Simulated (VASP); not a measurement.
# Ba (P6_3/mmc) in VASP: further runs

The runs below take Ba through single point, relaxation of cell and atoms, with LDA.

Program: VASP 6.6.1. These are calculated values, not measurements. Logs are shortened: lines on timing, memory, paths and dates and some standing lists are left out, and cuts for length are marked.

### 1 The cell of the first run

It takes space group P6_3/mmc (No. 194, hexagonal). Conventional cell: a = 4.396 Å, b = 4.396 Å, c = 7.127 Å, α = 90.00°, β = 90.00°, γ = 120.00°. Ba (site symmetry -6m2) has 12 Ba at 4.37 to 4.40 Å within 5.7 Å.

This isn't the form of Ba at room conditions, which is bcc.

### 2 Single point, LDA (59.64 Å³/atom)

INCAR

```
PREC     = Accurate       # precision mode
ENCUT    = 500            # plane-wave cutoff, eV
EDIFF    = 1E-6           # SCF threshold, eV
ISMEAR   = -1             # smearing method
SIGMA    = 0.1            # smearing width, eV
LREAL    = F              # projectors in reciprocal space
LASPH    = T              # aspherical terms in the spheres
NELM     = 120            # most SCF steps
ALGO     = Normal         # electronic algorithm
ISIF     = 2              # what is computed and relaxed
LWAVE    = F              # write WAVECAR
LCHARG   = T              # write CHGCAR
LELF     = T              # ELF
LVHAR    = T            
NBANDS   = 17             # bands
GGA_COMPAT= F
```

KPOINTS

```
regular mesh
0
Gamma
  10 10 5
```

POSCAR

```
Ba
1.0
    4.3961823920      0.0000000000      0.0000000000
   -2.1980911960      3.8072056311      0.0000000000
    0.0000000000      0.0000000000      7.1265896647
Ba
2
Direct
    0.3333333333      0.6666666667      0.2500000000
    0.6666666667      0.3333333333      0.7500000000
```

Potentials or basis: VASP PAW LDA potentials, release 64 (Ba_sv).

Run with:

```
> cat potpaw_LDA.64/Ba_sv/POTCAR > POTCAR
> mpirun -np 1 vasp_std > vasp.out
```

OUTCAR:

```text
PREC = Accurate
   ENCUT = 500
   EDIFF = 1E-6
   ISMEAR = -1
   LREAL = F
   LASPH = T
   NELM = 120
   ISIF = 2

 ion  position               nearest neighbor table
   1  0.333  0.667  0.250-   2 4.37   2 4.37   2 4.37   2 4.37   2 4.37   2 4.37
   2  0.667  0.333  0.750-   1 4.37   1 4.37   1 4.37   1 4.37   1 4.37   1 4.37

  LATTYP: Found a hexagonal cell.
 ALAT       =     4.3961823920
 C/A-ratio  =     1.6210859853

  Lattice vectors:

 A1 = (   4.3961823920,   0.0000000000,   0.0000000000)
 A2 = (  -2.1980911960,   3.8072056311,   0.0000000000)
 A3 = (   0.0000000000,   0.0000000000,   7.1265896647)

Analysis of symmetry for initial positions (statically):
=====================================================================
 Subroutine PRICEL returns:
 Original cell was already a primitive cell.

 Routine SETGRP: Setting up the symmetry group for a
 hexagonal supercell.

 Subroutine GETGRP returns: Found 24 space group operations
 (whereof 12 operations were pure point group operations)
 out of a pool of 24 trial point group operations.

The static configuration has the point symmetry D_3d.
 The point group associated with its full space group is D_6h.

Analysis of symmetry for dynamics (positions and initial velocities):
=====================================================================
 Subroutine PRICEL returns:
 Original cell was already a primitive cell.

 Routine SETGRP: Setting up the symmetry group for a
 hexagonal supercell.

 Subroutine GETGRP returns: Found 24 space group operations
 (whereof 12 operations were pure point group operations)
 out of a pool of 24 trial point group operations.

The dynamic configuration has the point symmetry D_3d.
 The point group associated with its full space group is D_6h.

 Subroutine INISYM returns: Found 24 space group operations
 (whereof 12 operations are pure point group operations),
 and found     1 'primitive' translations

----------------------------------------------------------------------------------------

                                     Primitive cell

  volume of cell :     119.2789

  direct lattice vectors                    reciprocal lattice vectors
     4.396182392  0.000000000  0.000000000     0.227470089  0.131329917  0.000000000
    -2.198091196  3.807205631  0.000000000     0.000000000  0.262659834  0.000000000
     0.000000000  0.000000000  7.126589665     0.000000000  0.000000000  0.140319570

  length of vectors
     4.396182392  4.396182392  7.126589665     0.262659834  0.262659834  0.140319570

  position of ions in fractional coordinates (direct lattice)
     0.333333333  0.666666667  0.250000000
     0.666666667  0.333333333  0.750000000

  ion indices of the primitive-cell ions
   primitive index   ion index
                 1           1
                 2           2

----------------------------------------------------------------------------------------

 KPOINTS: regular mesh

Automatic generation of k-mesh.
 Grid dimensions read from file:
 generate k-points for:   10   10    5

 Generating k-lattice:

  Cartesian coordinates                     Fractional coordinates (reciprocal lattice)
     0.022747009  0.013132992  0.000000000     0.100000000  0.000000000  0.000000000
     0.000000000  0.026265983  0.000000000     0.000000000  0.100000000  0.000000000
     0.000000000  0.000000000  0.028063914     0.000000000  0.000000000  0.200000000

  Length of vectors
     0.026265983  0.026265983  0.028063914

  Shift w.r.t. Gamma in fractional coordinates (k-lattice)
     0.000000000  0.000000000  0.000000000

 Subroutine IBZKPT returns following result:
 ===========================================

 Found     42 irreducible k-points:

 Following reciprocal coordinates:
            Coordinates               Weight
  0.000000  0.000000  0.000000      1.000000
  0.100000  0.000000  0.000000      6.000000
  0.200000  0.000000  0.000000      6.000000
  0.300000 -0.000000  0.000000      6.000000
  0.400000  0.000000  0.000000      6.000000
  0.500000 -0.000000  0.000000      3.000000
[... 16 lines left out ...]
  0.300000  0.100000  0.200000     24.000000
  0.400000  0.100000  0.200000     24.000000
 [... further k-points ...]
   k-points           NKPTS =     42   k-points in BZ     NKDIM =     42   number of bands    NBANDS=     17
   number of dos      NEDOS =    301   number of ions     NIONS =      2
   total plane-waves  NPLWV =  55296
   dimension x,y,z NGX =    32 NGY =   32 NGZ =   54
   dimension x,y,z NGXF=    64 NGYF=   64 NGZF=  108
   ions per type =               2
   NGX,Y,Z   is equivalent  to a cutoff of  12.10, 12.10, 12.60 a.u.
   NGXF,Y,Z  is equivalent  to a cutoff of  24.20, 24.20, 25.19 a.u.
 SYSTEM =  unknown system
   PREC   = accura    normal or accurate (medium, high low for compatibility)
   ISTART =      0    job   : 0-new  1-cont  2-samecut
   ICHARG =      2    charge: 1-file 2-atom 10-const
   ISPIN  =      1    spin polarized calculation?
   LNONCOLLINEAR =      F non collinear calculations
   LSORBIT =      F    spin-orbit coupling
   LASPH  =      T    aspherical Exc in radial PAW
   ENCUT  =  500.0 eV  36.75 Ry    6.06 a.u.   8.02  8.02 12.99*2*pi/ulx,y,z
   NELM   =    120;   NELMIN=  2; NELMDL= -5     # of ELM steps
   EDIFF  = 0.1E-05   stopping-criterion for ELM
   LREAL  =      F    real-space projection
   EDIFFG = 0.1E-04   stopping-criterion for IOM
   NSW    =      0    number of steps for IOM
   IBRION =     -1    ionic relax: 0-MD 1-quasi-New 2-CG
   NFREE  =      0    steps in history (QN), initial steepest desc. (CG)
   ISIF   =      2    stress and relaxation
   ISYM   =      2    0-nonsym 1-usesym 2-fastsym
   POTIM  = 0.5000    time-step for ionic-motion
   TEBEG  =    0.0;   TEEND  =   0.0 temperature during run
   PSTRESS=    0.0 pullay stress
   NELECT =      20.0000    total number of electrons
   NUPDOWN=      -1.0000    fix difference up-down
   EMIN   =  10.00;   EMAX   =-10.00  energy-range for DOS
   EFERMI =   0.00;   METHOD = LEGACY
   ISMEAR =    -1;   SIGMA  =   0.10  broadening in eV -4-tet -1-fermi 0-gaus
   EFERMI_NEDOS =   21; number of points for ismear=-14 and -15
   IALGO  =     38    algorithm
   IMIX   =      4    mixing-type and parameters
     AMIX     =   0.40;   BMIX     =  1.00
     AMIX_MAG =   1.60;   BMIX_MAG =  1.00
  volume/ion in A,a.u.               =      59.64       402.47
  Fermi-wavevector in a.u.,A,eV,Ry     =   0.902742  1.705935 11.087970  0.814943
  Thomas-Fermi vector in A             =   2.025982
   LORBIT       =      0    0 simple, 1 ext, 2 COOP (PROOUT), +10 PAW based schemes
   GGA     = CA    functional components
   LHFCALC =     F    Hartree Fock is set to
   AEXX    =    0.0000 exact exchange contribution
   IVDW    =     0    specifies the selected vdW correction
   LEPSILON=     F    determine dielectric tensor
   LRPA    =     F    only Hartree local field effects (RPA)
 non-spin polarized calculation
  energy-cutoff  :      500.00
  volume of cell :      119.28
 maximum number of plane-waves:      3044
   NGX = 17   NGY = 17   NGZ = 25

 number of electron      19.9999999 magnetization

 Free energy of the ion-electron system (eV)
  ---------------------------------------------------
  ext. energy  EPLUGINS =         0.00000000
  ---------------------------------------------------
  free energy    TOTEN  =        -4.50286814 eV

  energy without entropy =       -4.39465590  energy(sigma->0) =       -4.44876202

 E-fermi :   1.6324     XC(G=0):  -7.7921

 val. band max:        1.6256378262   @ k =   0.4000   0.2000   0.0000
 cond. band min:       1.6550206754   @ k =   0.4000   0.2000   0.2000
 fundamental gap:      0.0293828492
 Fermi energy:         1.6324454359

 k-point     1 :       0.0000    0.0000    0.0000
  band No.  band energies     occupation
      1     -27.0905      2.00000
      2     -27.0368      2.00000
      3     -12.5871      2.00000
      4     -12.1018      2.00000
      5     -12.1018      2.00000
      6     -12.0254      2.00000
[... 9 lines left out ...]
     16       3.8490      0.00000
     17       4.3567      0.00000

 k-point     2 :       0.1000    0.0000    0.0000
  band No.  band energies     occupation
      1     -27.0862      2.00000
      2     -27.0347      2.00000
      3     -12.5695      2.00000
      4     -12.1434      2.00000
      5     -12.1149      2.00000
      6     -12.0687      2.00000
[... 9 lines left out ...]
     16       4.0078      0.00000
     17       4.1079      0.00000

 k-point     3 :       0.2000    0.0000    0.0000
  band No.  band energies     occupation
      1     -27.0745      2.00000
      2     -27.0297      2.00000
      3     -12.5202      2.00000
      4     -12.2516      2.00000
      5     -12.1773      2.00000
      6     -12.1476      2.00000
[... 9 lines left out ...]
     16       4.0405      0.00000
     17       4.1132      0.00000

 k-point     4 :       0.3000   -0.0000    0.0000
  band No.  band energies     occupation
      1     -27.0591      2.00000
      2     -27.0244      2.00000
      3     -12.4494      2.00000
      4     -12.3839      2.00000
      5     -12.3033      2.00000
      6     -12.1860      2.00000
[... 9 lines left out ...]
     16       4.7100      0.00000
     17       4.8032      0.00000
[... 343 lines left out ...]
      1     -27.0609      2.00000
      2     -27.0298      2.00000
      3     -12.4676      2.00000
      4     -12.3082      2.00000
      5     -12.2718      2.00000
      6     -12.1688      2.00000
[... 9 lines left out ...]
     16       4.3325      0.00000
     17       4.7423      0.00000

 k-point    23 :       0.3000    0.1000    0.2000
  band No.  band energies     occupation
      1     -27.0471      2.00000
      2     -27.0248      2.00000
      3     -12.4825      2.00000
      4     -12.4045      2.00000
      5     -12.3098      2.00000
      6     -12.2103      2.00000
[... 9 lines left out ...]
     16       4.8140      0.00000
     17       5.4852      0.00000

 k-point    24 :       0.4000    0.1000    0.2000
  band No.  band energies     occupation
      1     -27.0373      2.00000
      2     -27.0230      2.00000
      3     -12.5321      2.00000
      4     -12.4551      2.00000
      5     -12.2940      2.00000
      6     -12.2260      2.00000
[... 9 lines left out ...]
     16       5.4204      0.00000
     17       5.7387      0.00000

 [... further k-points ...]

------------------------ aborting loop because EDIFF is reached ----------------------------------------

  FORCE on cell =-STRESS in cart. coord.  units (eV):
  Direction    XX          YY          ZZ          XY          YZ          ZX
  --------------------------------------------------------------------------------------
  -------------------------------------------------------------------------------------
  Total       -0.6499218     -0.6499218     -0.5760397      0.0000000     -0.0000000     -0.0000000
  in kB       -8.7298725     -8.7298725     -7.7374738      0.0000000     -0.0000000     -0.0000000
  external PRESSURE =      -8.3990729 kB  Pullay stress =       0.0000000 kB

 VOLUME and BASIS-vectors are now :
 -----------------------------------------------------------------------------
  energy-cutoff  :      500.00
  volume of cell :      119.28
      direct lattice vectors                 reciprocal lattice vectors
     4.396182392  0.000000000  0.000000000     0.227470089  0.131329917  0.000000000
    -2.198091196  3.807205631  0.000000000     0.000000000  0.262659834  0.000000000
     0.000000000  0.000000000  7.126589665     0.000000000  0.000000000  0.140319570

 POSITION                                       TOTAL-FORCE (eV/Angst)
 -----------------------------------------------------------------------------------
     -0.00000      2.53814      1.78165         0.000000      0.000000      0.000000
      2.19809      1.26907      5.34494        -0.000000      0.000000      0.000000
 -----------------------------------------------------------------------------------
    total drift:                                0.000000     -0.000000      0.000000

  FREE ENERGIE OF THE ION-ELECTRON SYSTEM (eV)
  ---------------------------------------------------
  free  energy   TOTEN  =        -4.5028681375 eV

  energy  without entropy=       -4.3946559046  energy(sigma->0) =       -4.44876202
```

Wall time 47 s (1 thread of Intel Xeon 6975P-C (Granite Rapids), shared host); peak memory 0.21 GiB.

Results:

- Free energy: -4.5029 eV
- Pressure: -0.8 GPa
- Band gap on the k mesh: zero (bands 10 and 11 overlap by 0.34 eV)

Stress tensor (GPa, compression positive):
```
-0.87  0.00  0.00
 0.00 -0.87  0.00
 0.00  0.00 -0.77
```

Caveat: spin-orbit coupling is left out, which moves the levels of the heavy elements.

### 3 Relaxation of cell and atoms, LDA

This run uses another cell than the first one, of 62.50 Å³/atom.

INCAR

```
SYSTEM = Ba
PREC     = Accurate       ! precision mode
ENCUT    = 500            ! plane-wave cutoff, eV
EDIFF    = 1E-7           ! SCF threshold, eV
ISMEAR   = -1             ! smearing method
SIGMA    = 0.1            ! smearing width, eV
LREAL    = .FALSE.        ! projectors in reciprocal space
LASPH    = .TRUE.         ! aspherical terms in the spheres
NELM     = 120            ! most SCF steps
ALGO     = Normal         ! electronic algorithm
ISIF     = 3              ! what is computed and relaxed
LWAVE    = .FALSE.        ! write WAVECAR
LCHARG   = .FALSE.        ! write CHGCAR
IBRION   = 2              ! ionic algorithm
NSW      = 80             ! ionic steps
EDIFFG   = -0.01          ! ionic threshold
GGA_COMPAT= .FALSE.      
NELMIN   = 4
```

KPOINTS

```
Automatic mesh
0
G
  8 8 5
  0 0 0
```

POSCAR

```
Ba
1.0
    4.4544873730      0.0000000000      0.0000000000
   -2.2272436865      3.8576992259      0.0000000000
    0.0000000000      0.0000000000      7.2741778801
Ba
2
Direct
    0.3333333333      0.6666666667      0.2500000000
    0.6666666667      0.3333333333      0.7500000000
```

Potentials or basis: VASP PAW LDA potentials, release 64 (Ba_sv).

Run with:

```
> cat potpaw_LDA.64/Ba_sv/POTCAR > POTCAR
> mpirun -np 1 vasp_std > vasp.out
```

It took 2.3 min on 1 thread of Intel Xeon 6975P-C (Granite Rapids), shared host; peak memory 0.22 GiB.

The run converged. Its results:

```yaml
Free_energy: -4.5387 eV
Relaxed_volume: 53.90 Å³/atom
Relaxed_cell: a = 4.252 Å, b = 4.252 Å, c = 6.886 Å, α = 90.00°, β = 90.00°, γ = 120.00°
Space_group_after_relaxing_to_0.1_Å: P6_3/mmc (No. 194)
Energy_gained_by_relaxing: 34.8 meV/atom
Ionic_steps: 8
Pressure_after_relaxing: 0.0 GPa
Band_gap_on_the_k_mesh: zero (bands 10 and 11 overlap by 0.50 eV)
```

The path:
```tsv
step	energy change (eV)	largest force (eV/Å)	pressure (GPa)	volume (Å³)
1	0.0000	0.0000	-1.17	125.00
2	-0.0476	0.0000	-0.71	116.94
3	-0.0687	0.0000	-0.12	108.97
4	-0.0691	0.0000	0.00	107.58
5	-0.0691	0.0000	-0.02	107.91
6	-0.0694	0.0000	-0.03	107.87
7	-0.0695	0.0000	-0.03	107.79
8	-0.0695	0.0000	-0.03	107.80
```

Final structure:
```
Ba
1.0
     4.25158    0.00000    0.00000
    -2.12579    3.68198    0.00000
     0.00000    0.00000    6.88619
Ba
2
Cartesian
  0.0000 2.4547 1.7215
  2.1258 1.2273 5.1646
```

Levels at points of the mesh, in eV from the Fermi level:
| k point | band 8 | band 9 | band 10 | band 11 | band 12 | band 13 |
| --- | --- | --- | --- | --- | --- | --- |
| (0.00, 0.00, 0.00) | -13.42 | -2.83 | -1.05 | 1.70 | 1.85 | 1.85 |
| (0.50, 0.00, 0.00) | -13.52 | -0.70 | -0.60 | -0.30 | 0.99 | 1.66 |

Caveat: spin-orbit coupling is left out, which moves the levels of the heavy elements.
